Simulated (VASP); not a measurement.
# Se (P6_3/mmc) in VASP: further runs

Se is run at these levels: PBEsol; tasks: single point, relaxation of cell and atoms.

Program: VASP 6.6.1. These are calculated values, not measurements. Logs are shortened: lines on timing, memory, paths and dates and some standing lists are left out, and cuts for length are marked.

## 1. The cell of the first run

Symmetry: P6_3/mmc, No. 194, hexagonal system. Conventional cell: a = 3.793 Å, b = 3.793 Å, c = 7.439 Å, α = 90.00°, β = 90.00°, γ = 120.00°. Within 3.8 Å of Se (site symmetry -3m) lie 14 Se at 2.87 to 3.79 Å. Se (site symmetry -6m2) has 12 Se at 2.87 to 3.79 Å within 3.8 Å.

## 2. Single point, PBEsol (volume scaled by 1.08)

Input file INCAR:

```
SYSTEM = Se
PREC = Accurate
ENCUT = 520
EDIFF = 1E-7
ISMEAR = -1
SIGMA = 0.1
LREAL = .FALSE.
LASPH = .TRUE.
NELM = 100
ALGO = Normal
ISIF = 2
LWAVE = .FALSE.
LCHARG = .FALSE.
GGA = PS
NBANDS = 20
```

Input file KPOINTS:

```
Automatic mesh
0
G
  11 11 5
  0 0 0
```

Input file POSCAR:

```
Se
1.0
    3.7929252312      0.0000000000      0.0000000000
   -1.8964626156      3.2847696048      0.0000000000
    0.0000000000      0.0000000000      7.4385024840
Se
4
Direct
    1.0000000000      0.0000000000      0.0000000000
    1.0000000000      0.0000000000      0.5000000000
    0.3333333333      0.6666666667      0.2500000000
    0.6666666667      0.3333333333      0.7500000000
```

Potentials or basis: VASP PAW PBE potentials, release 64 (Se).

Run with:

```
cat potpaw_PBE.64/Se/POTCAR > POTCAR
mpirun -np 1 vasp_std > vasp.out
```

OUTCAR:

```text
SYSTEM = Se
   PREC = Accurate
   ENCUT = 520
   EDIFF = 1E-7
   ISMEAR = -1
   LREAL = .FALSE.
   LASPH = .TRUE.
   NELM = 100
   ISIF = 2
   GGA = PS

 ion  position               nearest neighbor table
   1  0.000  0.000  0.000-
   2  0.000  0.000  0.500-
   3  0.333  0.667  0.250-
   4  0.667  0.333  0.750-

  LATTYP: Found a hexagonal cell.
 ALAT       =     3.7929252312
 C/A-ratio  =     1.9611518895

  Lattice vectors:

 A1 = (   3.7929252312,   0.0000000000,   0.0000000000)
 A2 = (  -1.8964626156,   3.2847696048,   0.0000000000)
 A3 = (   0.0000000000,   0.0000000000,   7.4385024840)

Analysis of symmetry for initial positions (statically):
=====================================================================
 Subroutine PRICEL returns:
 Original cell was already a primitive cell.

 Routine SETGRP: Setting up the symmetry group for a
 hexagonal supercell.

 Subroutine GETGRP returns: Found 24 space group operations
 (whereof 12 operations were pure point group operations)
 out of a pool of 24 trial point group operations.

The static configuration has the point symmetry D_3d.
 The point group associated with its full space group is D_6h.

Analysis of symmetry for dynamics (positions and initial velocities):
=====================================================================
 Subroutine PRICEL returns:
 Original cell was already a primitive cell.

 Routine SETGRP: Setting up the symmetry group for a
 hexagonal supercell.

 Subroutine GETGRP returns: Found 24 space group operations
 (whereof 12 operations were pure point group operations)
 out of a pool of 24 trial point group operations.

The dynamic configuration has the point symmetry D_3d.
 The point group associated with its full space group is D_6h.

 Subroutine INISYM returns: Found 24 space group operations
 (whereof 12 operations are pure point group operations),
 and found     1 'primitive' translations

----------------------------------------------------------------------------------------

                                     Primitive cell

  volume of cell :      92.6755

  direct lattice vectors                    reciprocal lattice vectors
     3.792925231  0.000000000  0.000000000     0.263648751  0.152217677  0.000000000
    -1.896462616  3.284769605  0.000000000     0.000000000  0.304435355  0.000000000
     0.000000000  0.000000000  7.438502484     0.000000000  0.000000000  0.134435661

  length of vectors
     3.792925231  3.792925231  7.438502484     0.304435355  0.304435355  0.134435661

  position of ions in fractional coordinates (direct lattice)
     0.000000000  0.000000000  0.000000000
     0.000000000  0.000000000  0.500000000
     0.333333333  0.666666667  0.250000000
     0.666666667  0.333333333  0.750000000

  ion indices of the primitive-cell ions
   primitive index   ion index
                 1           1
                 2           2
                 3           3
                 4           4

----------------------------------------------------------------------------------------

 KPOINTS: Automatic mesh

Automatic generation of k-mesh.
 Grid dimensions read from file:
 generate k-points for:   11   11    5

 Generating k-lattice:

  Cartesian coordinates                     Fractional coordinates (reciprocal lattice)
     0.023968068  0.013837971  0.000000000     0.090909091  0.000000000  0.000000000
     0.000000000  0.027675941  0.000000000     0.000000000  0.090909091  0.000000000
     0.000000000  0.000000000  0.026887132     0.000000000  0.000000000  0.200000000

  Length of vectors
     0.027675941  0.027675941  0.026887132

  Shift w.r.t. Gamma in fractional coordinates (k-lattice)
     0.000000000  0.000000000  0.000000000

 Subroutine IBZKPT returns following result:
 ===========================================

 Found     48 irreducible k-points:

 Following reciprocal coordinates:
            Coordinates               Weight
  0.000000  0.000000  0.000000      1.000000
  0.090909 -0.000000  0.000000      6.000000
  0.181818 -0.000000  0.000000      6.000000
  0.272727 -0.000000  0.000000      6.000000
  0.363636 -0.000000  0.000000      6.000000
  0.454545 -0.000000  0.000000      6.000000
[... 16 lines left out ...]
  0.090909  0.090909  0.200000     12.000000
  0.181818  0.090909  0.200000     24.000000
 [... further k-points ...]
   k-points           NKPTS =     48   k-points in BZ     NKDIM =     48   number of bands    NBANDS=     20
   number of dos      NEDOS =    301   number of ions     NIONS =      4
   total plane-waves  NPLWV =  43904
   dimension x,y,z NGX =    28 NGY =   28 NGZ =   56
   dimension x,y,z NGXF=    56 NGYF=   56 NGZF=  112
   ions per type =               4
   NGX,Y,Z   is equivalent  to a cutoff of  12.27, 12.27, 12.52 a.u.
   NGXF,Y,Z  is equivalent  to a cutoff of  24.55, 24.55, 25.03 a.u.
 SYSTEM =  Se
   PREC   = accura    normal or accurate (medium, high low for compatibility)
   ISTART =      0    job   : 0-new  1-cont  2-samecut
   ICHARG =      2    charge: 1-file 2-atom 10-const
   ISPIN  =      1    spin polarized calculation?
   LNONCOLLINEAR =      F non collinear calculations
   LSORBIT =      F    spin-orbit coupling
   LASPH  =      T    aspherical Exc in radial PAW
   ENCUT  =  520.0 eV  38.22 Ry    6.18 a.u.   7.05  7.05 13.83*2*pi/ulx,y,z
   NELM   =    100;   NELMIN=  2; NELMDL= -5     # of ELM steps
   EDIFF  = 0.1E-06   stopping-criterion for ELM
   LREAL  =      F    real-space projection
   EDIFFG = 0.1E-05   stopping-criterion for IOM
   NSW    =      0    number of steps for IOM
   IBRION =     -1    ionic relax: 0-MD 1-quasi-New 2-CG
   NFREE  =      0    steps in history (QN), initial steepest desc. (CG)
   ISIF   =      2    stress and relaxation
   ISYM   =      2    0-nonsym 1-usesym 2-fastsym
   POTIM  = 0.5000    time-step for ionic-motion
   TEBEG  =    0.0;   TEEND  =   0.0 temperature during run
   PSTRESS=    0.0 pullay stress
   NELECT =      24.0000    total number of electrons
   NUPDOWN=      -1.0000    fix difference up-down
   EMIN   =  10.00;   EMAX   =-10.00  energy-range for DOS
   EFERMI =   0.00;   METHOD = LEGACY
   ISMEAR =    -1;   SIGMA  =   0.10  broadening in eV -4-tet -1-fermi 0-gaus
   EFERMI_NEDOS =   21; number of points for ismear=-14 and -15
   IALGO  =     38    algorithm
   IMIX   =      4    mixing-type and parameters
     AMIX     =   0.40;   BMIX     =  1.00
     AMIX_MAG =   1.60;   BMIX_MAG =  1.00
  volume/ion in A,a.u.               =      23.17       156.35
  Fermi-wavevector in a.u.,A,eV,Ry     =   1.043495  1.971919 14.815134  1.088882
  Thomas-Fermi vector in A             =   2.178207
   LORBIT       =      0    0 simple, 1 ext, 2 COOP (PROOUT), +10 PAW based schemes
   GGA     = PS    functional components
   LHFCALC =     F    Hartree Fock is set to
   AEXX    =    0.0000 exact exchange contribution
   IVDW    =     0    specifies the selected vdW correction
   LEPSILON=     F    determine dielectric tensor
   LRPA    =     F    only Hartree local field effects (RPA)
 non-spin polarized calculation
  energy-cutoff  :      520.00
  volume of cell :       92.68
 maximum number of plane-waves:      2511
   NGX = 15   NGY = 15   NGZ = 27

 number of electron      23.9999997 magnetization

 Free energy of the ion-electron system (eV)
  ---------------------------------------------------
  ext. energy  EPLUGINS =         0.00000000
  ---------------------------------------------------
  free energy    TOTEN  =       -14.48941045 eV

  energy without entropy =      -14.41183719  energy(sigma->0) =      -14.45062382

 E-fermi :   4.2550     XC(G=0):  -9.9922

 val. band max:        4.2023924127   @ k =   0.3636  -0.0000   0.2000
 cond. band min:       4.2681269595   @ k =   0.0909  -0.0000   0.4000
 fundamental gap:      0.0657345469
 Fermi energy:         4.2549998891

 k-point     1 :       0.0000    0.0000    0.0000
  band No.  band energies     occupation
      1     -11.5285      2.00000
      2      -9.4886      2.00000
      3      -9.3853      2.00000
      4      -5.9184      2.00000
      5      -0.0613      2.00000
      6       1.6815      2.00000
[... 12 lines left out ...]
     19      11.3161      0.00000
     20      11.4943      0.00000

 k-point     2 :       0.0909   -0.0000    0.0000
  band No.  band energies     occupation
      1     -11.4458      2.00000
      2      -9.4350      2.00000
      3      -9.3282      2.00000
      4      -6.0342      2.00000
      5       0.0148      2.00000
      6       1.3006      2.00000
[... 12 lines left out ...]
     19      11.5895      0.00000
     20      11.9442      0.00000

 k-point     3 :       0.1818   -0.0000    0.0000
  band No.  band energies     occupation
      1     -11.2019      2.00000
      2      -9.2863      2.00000
      3      -9.1670      2.00000
      4      -6.3716      2.00000
      5       0.1664      2.00000
      6       0.1902      2.00000
[... 12 lines left out ...]
     19      12.1425      0.00000
     20      12.3582      0.00000

 k-point     4 :       0.2727   -0.0000    0.0000
  band No.  band energies     occupation
      1     -10.8114      2.00000
      2      -9.0849      2.00000
      3      -8.9353      2.00000
      4      -6.8856      2.00000
      5      -0.8900      2.00000
      6      -0.3754      2.00000
[... 12 lines left out ...]
     19      11.4592      0.00000
     20      12.6442      0.00000

 k-point     5 :       0.3636   -0.0000    0.0000
  band No.  band energies     occupation
      1     -10.3103      2.00000
      2      -8.9273      2.00000
      3      -8.6958      2.00000
      4      -7.4583      2.00000
      5      -1.6933      2.00000
      6      -1.1743      2.00000
[... 12 lines left out ...]
     19      12.7194      0.00000
     20      13.2532      0.00000

 k-point     6 :       0.4545   -0.0000    0.0000
  band No.  band energies     occupation
      1      -9.8137      2.00000
      2      -8.9752      2.00000
      3      -8.5378      2.00000
      4      -7.8446      2.00000
      5      -2.1360      2.00000
      6      -1.6282      2.00000
[... 12 lines left out ...]
     19      13.4096      0.00000
     20      14.0198      0.00000

 k-point     7 :       0.0909    0.0909    0.0000
  band No.  band energies     occupation
      1     -11.2824      2.00000
      2      -9.3335      2.00000
      3      -9.2189      2.00000
      4      -6.2609      2.00000
      5       0.1575      2.00000
      6       0.4743      2.00000
[... 12 lines left out ...]
     19      12.0209      0.00000
     20      12.2762      0.00000
[... 277 lines left out ...]
 k-point    20 :       0.2727   -0.0000    0.2000
  band No.  band energies     occupation
      1     -10.7320      2.00000
      2      -9.6130      2.00000
      3      -8.3679      2.00000
      4      -6.9855      2.00000
      5      -1.0344      2.00000
      6      -0.0648      2.00000
[... 12 lines left out ...]
     19      11.5802      0.00000
     20      13.1642      0.00000

 k-point    21 :       0.3636   -0.0000    0.2000
  band No.  band energies     occupation
      1     -10.2398      2.00000
      2      -9.2934      2.00000
      3      -8.3400      2.00000
      4      -7.5107      2.00000
      5      -1.6752      2.00000
      6      -0.8920      2.00000
[... 12 lines left out ...]
     19      12.9276      0.00000
     20      13.4948      0.00000

 k-point    22 :       0.4545   -0.0000    0.2000
  band No.  band energies     occupation
      1      -9.7585      2.00000
      2      -9.1183      2.00000
      3      -8.4201      2.00000
      4      -7.8956      2.00000
      5      -1.9527      2.00000
      6      -1.4356      2.00000
[... 12 lines left out ...]
     19      13.2895      0.00000
     20      14.2996      0.00000

 k-point    23 :       0.0909    0.0909    0.2000
  band No.  band energies     occupation
      1     -11.1972      2.00000
      2      -9.9670      2.00000
      3      -8.4982      2.00000
      4      -6.4519      2.00000
      5       0.0030      2.00000
      6       0.2977      2.00000
[... 12 lines left out ...]
     19      11.8867      0.00000
     20      12.3669      0.00000

 k-point    24 :       0.1818    0.0909    0.2000
  band No.  band energies     occupation
      1     -10.8828      2.00000
      2      -9.7230      2.00000
      3      -8.3986      2.00000
      4      -6.8119      2.00000
      5      -0.6334      2.00000
      6      -0.0195      2.00000
[... 12 lines left out ...]
     19      11.3400      0.00000
     20      12.7266      0.00000

 [... further k-points ...]

------------------------ aborting loop because EDIFF is reached ----------------------------------------

  FORCE on cell =-STRESS in cart. coord.  units (eV):
  Direction    XX          YY          ZZ          XY          YZ          ZX
  --------------------------------------------------------------------------------------
  -------------------------------------------------------------------------------------
  Total       -2.6056389     -2.6056389     -3.3305370      0.0000000     -0.0000000      0.0000000
  in kB      -45.0464020    -45.0464020    -57.5784717      0.0000000     -0.0000000      0.0000000
  external PRESSURE =     -49.2237586 kB  Pullay stress =       0.0000000 kB

 VOLUME and BASIS-vectors are now :
 -----------------------------------------------------------------------------
  energy-cutoff  :      520.00
  volume of cell :       92.68
      direct lattice vectors                 reciprocal lattice vectors
     3.792925231  0.000000000  0.000000000     0.263648751  0.152217677  0.000000000
    -1.896462616  3.284769605  0.000000000     0.000000000  0.304435355  0.000000000
     0.000000000  0.000000000  7.438502484     0.000000000  0.000000000  0.134435661

 POSITION                                       TOTAL-FORCE (eV/Angst)
 -----------------------------------------------------------------------------------
      0.00000      0.00000      0.00000        -0.000000      0.000000     -0.000000
      0.00000      0.00000      3.71925        -0.000000      0.000000     -0.000000
     -0.00000      2.18985      1.85963         0.000000      0.000000      0.000000
      1.89646      1.09492      5.57888        -0.000000     -0.000000     -0.000000
 -----------------------------------------------------------------------------------
    total drift:                                0.000000     -0.000000     -0.000000

  FREE ENERGIE OF THE ION-ELECTRON SYSTEM (eV)
  ---------------------------------------------------
  free  energy   TOTEN  =       -14.4894104457 eV

  energy  without entropy=      -14.4118371869  energy(sigma->0) =      -14.45062382
```

Run time: 66 s. Hardware: 1 thread of AMD EPYC 7R43 (Zen 3), shared host; peak memory 0.19 GiB.

Results:

```yaml
Free_energy: -14.4894 eV
Pressure: -4.9 GPa
Band_gap_on_the_k_mesh: zero (band 12 reaches 4.64 eV, above the bottom of band 13 at 2.80 eV)
```

Stress tensor (GPa, compression positive):
```
-4.50  0.00  0.00
 0.00 -4.50  0.00
 0.00  0.00 -5.76
```

Levels at points of the mesh, in eV from the Fermi level:
```
           k point  band 8  band 9  band 10  band 11  band 12  band 13  band 14  band 15  band 16  band 17
(0.00, 0.00, 0.00)   -1.57   -1.33    -1.33    -1.13    -0.89    -0.89     0.88     0.88     2.49     4.35
```

Caveat: the PAW data sets were made with another functional, which shifts forces and pressure a little.

## 3. Single point, PBEsol (volume scaled by 1.12)

Input file INCAR:

```
SYSTEM = Se
PREC = Accurate
ENCUT = 520
EDIFF = 1E-7
ISMEAR = -1
SIGMA = 0.1
LREAL = .False.
LASPH = .True.
NELM = 60
ALGO = Normal
ISIF = 2
LWAVE = .False.
LCHARG = .False.
GGA = PS
NBANDS = 20
```

Input file KPOINTS:

```
regular mesh
0
Gamma
  11 11 5
  0 0 0
```

Input file POSCAR:

```
Se
1.0
    3.8391849760      0.0000000000      0.0000000000
   -1.9195924880      3.3248317191      0.0000000000
    0.0000000000      0.0000000000      7.5292248701
Se
4
Direct
    1.0000000000      0.0000000000      0.0000000000
    1.0000000000      0.0000000000      0.5000000000
    0.3333333333      0.6666666667      0.2500000000
    0.6666666667      0.3333333333      0.7500000000
```

Potentials or basis: VASP PAW PBE potentials, release 64 (Se).

Run with:

```
cat potpaw_PBE.64/Se/POTCAR > POTCAR
mpirun -np 1 vasp_std > vasp.out
```

It took 69 s on 1 thread of AMD EPYC 7R43 (Zen 3), shared host; peak memory 0.2 GiB.

Results (log left out):

| Item | Value |
| --- | --- |
| Free energy | -14.3636 eV |
| Pressure | -6.8 GPa |
| Band gap on the k mesh | zero (band 12 reaches 4.19 eV, above the bottom of band 13 at 2.46 eV) |

Stress tensor (GPa, compression positive):
```
-6.09  0.00  0.00
 0.00 -6.09  0.00
 0.00  0.00 -8.11
```

Levels at points of the mesh, in eV from the Fermi level:
```csv
k point,band 9,band 10,band 11,band 12,band 13,band 14,band 15,band 16
"(0.00, 0.00, 0.00)",-1.26,-1.26,-1.17,-0.86,-0.86,0.85,0.85,2.37
```

Caveat: the PAW data sets were made with another functional, which shifts forces and pressure a little.

[end of part 1 of 2]
